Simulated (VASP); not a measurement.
Crystal: TaH3Br2.

```xyz
6
Lattice="2.7948 1.6136 4.4217 -2.7948 1.6136 4.4217 0.0000 -3.2271 4.4217" Properties=species:S:1:pos:R:3 pbc="T T T"
Ta    0.0000    0.0000    0.0000
H    -1.3974    0.8068    2.2109
H     1.3974    0.8068    2.2109
H     0.0000   -1.6136    2.2109
Br    0.0000    0.0000    8.2999
Br    0.0000    0.0000    4.9653
```

The cell was generated, and may not be a known phase.

```yaml
Program: VASP 6.6.1
Task: relaxation of cell and atoms
Functional: PBE
Potentials_or_basis: VASP PAW PBE potentials, release 64 (Ta_pv, H, Br)
Cutoff: 600 eV
k_mesh: 6 × 6 × 6
Occupations: gaussian, width 0.1 eV
Spin: no spin polarisation
```

At the start: pressure -16.6 GPa; volume 19.94 Å³/atom.

Task: Where does the relaxation end?

Result: Over 7 steps the energy falls by 673.4 meV/atom and the volume is 11.99 Å³/atom (-39.9 %); space group R-3m (No. 166, to 0.1 Å) before and after.

The path:
| step | energy change (eV) | largest force (eV/Å) | pressure (GPa) | volume (Å³) |
| --- | --- | --- | --- | --- |
| 1 | 0.0000 | 0.4115 | -16.62 | 119.64 |
| 2 | -3.2797 | 0.1128 | -13.13 | 87.26 |
| 3 | -4.0010 | 0.2798 | -2.82 | 74.14 |
| 4 | -4.0143 | 0.3943 | 0.65 | 71.66 |
| 5 | -4.0161 | 0.3553 | -0.55 | 72.46 |
| 6 | -4.0399 | 0.0747 | -0.37 | 71.91 |
| 7 | -4.0402 | 0.0276 | -0.40 | 71.96 |

Final structure:
```cif
data_structure
_symmetry_space_group_name_H-M 'P 1'
_symmetry_Int_Tables_number 1
_cell_length_a 4.6289
_cell_length_b 4.6289
_cell_length_c 4.6289
_cell_angle_alpha 61.159
_cell_angle_beta 61.159
_cell_angle_gamma 61.159
_cell_volume 71.96
loop_
_atom_site_label
_atom_site_type_symbol
_atom_site_fract_x
_atom_site_fract_y
_atom_site_fract_z
_atom_site_occupancy
Ta1 Ta 0.00000 0.00000 0.00000 1
H1 H 0.00000 0.50000 0.00000 1
H2 H 0.50000 0.00000 0.00000 1
H3 H 0.00000 0.00000 0.50000 1
Br1 Br 0.62659 0.62659 0.62659 1
Br2 Br 0.37341 0.37341 0.37341 1
```

Caveat: the volume moved by over 15 % at a fixed basis, so the end points are rough.
